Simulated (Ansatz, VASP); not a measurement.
**One calculation of Sb, two programs**

```
Sb
1.0
     4.28623    0.00000    0.00000
    -2.14311    3.71198    0.00000
     0.00000    0.00000    9.43631
Sb
4
Direct
  0.00000 0.00000 0.79062
  0.00000 0.00000 0.20938
  0.33333 0.66667 0.62622
  0.66667 0.33333 0.37378
```

Alike in both runs: functional PBE; k mesh 6 × 6 × 4; occupations gaussian, width 0.1 eV; no spin polarisation.

Ansatz relaxed the structure, and its values are those at the end. VASP's run is a single point on that final structure, the one shown.

|  | VASP | Ansatz |
| --- | --- | --- |
| version | VASP 6.6.1 | Ansatz 0.2.0 |
| potentials or method | VASP PAW PBE potentials, release 64 (Sb_d_GW), cutoff 500 eV | scalar-relativistic, plane waves, PAW |
| valence electrons in the cell | 60 | 60 |

Ansatz gave:

* gap on the k mesh at the Fermi level (eV): 0.21
* least direct gap on the mesh (eV): 0.65
* pressure (GPa): 0.1

Question: What did VASP give for the same quantities?

Answer: gap on the k mesh at the Fermi level (eV): 0.21; least direct gap on the mesh (eV): 0.65; pressure (GPa): 0.0.

Neither program's run includes spin-orbit coupling.
